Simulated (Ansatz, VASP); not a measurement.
## One calculation of Hf, two programs

The input INCAR:

```
SYSTEM = Hf
PREC = Accurate ; ENCUT = 520
EDIFF = 1E-7 ; ISMEAR = 0
SIGMA = 0.15 ; LREAL = .False.
LASPH = .True. ; NELM = 80
ALGO = Fast ; ISIF = 2
LWAVE = .False. ; LCHARG = .False.
GGA = PS ; NBANDS = 11
```

The input KPOINTS:

```
Automatic mesh
0
Gamma
  18 18 18
  0 0 0
```

The input POSCAR:

```
Hf
1.0
   -1.8050000000      1.7779250000      1.7779250000
    1.8050000000     -1.8320750000      1.8320750000
    1.8050000000      1.8320750000     -1.8320750000
Hf
1
Direct
    0.0000000000      0.0000000000      0.0000000000
```

Input for Ansatz:

```yaml
crystal:
  lattice:
    - [-1.805, 1.777925, 1.777925]
    - [1.805, -1.832075, 1.832075]
    - [1.805, 1.832075, -1.832075]
  atoms:
    - { symbol: Hf, position: [0.0, 0.0, 0.0] }
basis:
  ecutwfc: 420
kpoints:
  mp_grid: { grid: [18, 18, 18] }
hamiltonian:
  xc: pbesol
scf:
  occupations: { method: gaussian, width: 0.15 }
output:
  forces: true
  stress: true
  eigenvalues: true
```

Change from the starting cell: strain -0.0300 x Voigt [0, 0, 0, 1, 0, 0], atoms carried along.

Alike in both runs: task single point; functional PBEsol; k mesh 18 × 18 × 18; occupations gaussian, width 0.15 eV; no spin polarisation.

|  | VASP | Ansatz |
| --- | --- | --- |
| version | VASP 6.6.1 | Ansatz 0.2.0 |
| potentials or method | VASP PAW PBE potentials, release 64 (Hf_pv), cutoff 520 eV | scalar-relativistic, plane waves, PAW |
| valence electrons in the cell | 10 | 26 |

```tsv
	VASP	Ansatz	Ansatz less VASP
gap on the k mesh at the Fermi level (eV)	none	none	-
pressure (GPa)	-9.3	-9.0	+0.32
traceless stress, the component that is largest in VASP (GPa)	1.31	1.32	+0.011
```

VASP's potentials were made for PBE, not for PBEsol. A gap of «none» marks a metal or a gap that the smearing closes. VASP's potentials hold 10 valence electrons a cell and Ansatz's 26, so a difference there can come from the potentials and not from the codes.

Spin-orbit coupling is off throughout.
